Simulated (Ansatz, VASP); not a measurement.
## In in VASP and in Ansatz

File INCAR:

```
PREC     = Accurate       # precision mode
ENCUT    = 520            # plane-wave cutoff, eV
EDIFF    = 1E-6           # SCF threshold, eV
ISMEAR   = -1             # smearing method
SIGMA    = 0.1            # smearing width, eV
LREAL    = False          # projectors in reciprocal space
LASPH    = True           # aspherical terms in the spheres
NELM     = 80             # most SCF steps
ALGO     = Normal         # electronic algorithm
ISIF     = 2              # what is computed and relaxed
LWAVE    = False          # write WAVECAR
LCHARG   = True           # write CHGCAR
GGA      = B5             # functional
ALDAX    = 1.0          
AGGAX    = 1.0          
AGGAC    = 1.0          
ALDAC    = 0.0          
LELF     = True           # ELF
LVHAR    = True         
NBANDS   = 12             # bands
```

File KPOINTS:

```
Automatic mesh
0
Gamma
  18 18 21
```

The input POSCAR:

```
In
1.0
   -1.6643612751      1.6979473901      2.6363557514
    1.6979473901     -1.6643612751      2.6363557514
    1.6667483500      1.6667483500     -2.6142862917
In
1
Direct
    0.0000000000      0.0000000000      0.0000000000
```

Input for Ansatz:

```yaml
crystal:
  lattice:
    - [-1.6643612751, 1.6979473901, 2.6363557514]
    - [1.6979473901, -1.6643612751, 2.6363557514]
    - [1.66674835, 1.66674835, -2.6142862917]
  atoms:
    - { symbol: In, position: [0.0, 0.0, 0.0] }
hamiltonian:
  xc: blyp
  pseudopotentials:
    kind: paw
    azcp:
      In: "pseudopotentials/In.paw.azcp"
basis:
  ecutwfc: 420
  fft_grid_basis: typed
kpoints:
  mp_grid: { grid: [18, 18, 21], shift: [0, 0, 0] }
magnetization:
  spin_polarized: false
scf:
  occupations: { method: fermi_dirac, width: 0.1 }
output:
  stress: true
```

Alike in both runs: task single point; functional BLYP; k mesh 18 × 18 × 21; occupations fermi-dirac, width 0.1 eV; no spin polarisation.

```csv
,VASP,Ansatz
version,VASP 6.6.1,Ansatz 0.2.0
potentials or method,"VASP PAW PBE potentials, release 64 (In_d), cutoff 520 eV","plane waves (420 eV) with PAW, scalar-relativistic"
valence electrons in the cell,13,13
```

```tsv
	VASP	Ansatz	Ansatz less VASP
pressure (GPa)	1.0	1.0	+0.05
traceless stress, the component that is largest in VASP (GPa)	-0.07	-0.08	-0.003
```

VASP's potentials were made for PBE, not for BLYP. The functional is the same, so the differences come from potentials, cutoffs and numerics.
